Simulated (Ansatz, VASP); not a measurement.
## SnO: VASP beside Ansatz

File INCAR:

```
SYSTEM = SnO
  ALGO = Normal
  EDIFF = 1E-7
  ENCUT = 520
  GGA = PE
  ISIF = 2
  ISMEAR = 0
  LASPH = .TRUE.
  LCHARG = .TRUE.
  LELF = .TRUE.
  LREAL = .FALSE.
  LVHAR = .TRUE.
  LWAVE = .FALSE.
  NBANDS = 28
  NELM = 100
  PREC = Accurate
  SIGMA = 0.05
```

File KPOINTS:

```
k-points
0
G
  10 10 8
  0 0 0
```

Contents of POSCAR:

```
SnO
1.0
    3.8681707514      0.0000000000      0.0000000000
    0.0000000000      3.8681707514      0.0000000000
    0.0000000000      0.0000000000      5.1432860516
Sn O
2 2
Direct
    0.0000000000      0.5000000000      0.2287361932
    0.5000000000      0.0000000000      0.7712638068
    0.0000000000      0.0000000000      0.0000000000
    0.5000000000      0.5000000000      0.0000000000
```

Input for Ansatz:

```yaml
crystal:
  lattice:
    - [3.8681707514, 0.0, 0.0]
    - [0.0, 3.8681707514, 0.0]
    - [0.0, 0.0, 5.1432860516]
  atoms:
    - { symbol: Sn, position: [0.0, 0.5, 0.2287361932] }
    - { symbol: Sn, position: [0.5, 0.0, 0.7712638068] }
    - { symbol: O, position: [0.0, 0.0, 0.0] }
    - { symbol: O, position: [0.5, 0.5, 0.0] }
basis:
  ecutwfc: 420
kpoints:
  mp_grid: { grid: [10, 10, 8] }
hamiltonian:
  xc: pbe
scf:
  occupations: { method: gaussian, width: 0.05 }
output:
  forces: true
  stress: true
  eigenvalues: true
```

Change from the starting cell: strain +0.000 along x and y, +0.015 along z, atoms carried along.

Alike in both runs: task single point; functional PBE; k mesh 10 × 10 × 8; occupations gaussian, width 0.05 eV; no spin polarisation.

|  | VASP | Ansatz |
| --- | --- | --- |
| version | VASP 6.6.1 | Ansatz 0.2.0 |
| potentials or method | VASP PAW PBE potentials, release 64 (Sn_d, O), cutoff 520 eV | scalar-relativistic, plane waves, PAW |
| valence electrons in the cell | 40 | 40 |

```tsv
	VASP	Ansatz	Ansatz less VASP
gap on the k mesh at the Fermi level (eV)	0.51	0.50	-0.008
least direct gap on the mesh (eV)	1.89	1.92	+0.029
pressure (GPa)	-0.8	-1.0	-0.18
traceless stress, the component that is largest in VASP (GPa)	-0.41	-0.43	-0.026
rms of the force components (eV/Å)	0.078	0.109	+0.0305
```

Atom by atom the forces differ by 0.030 eV/Å (rms over components). With one functional, cell and mesh, what is left measures potentials, basis and numerics.
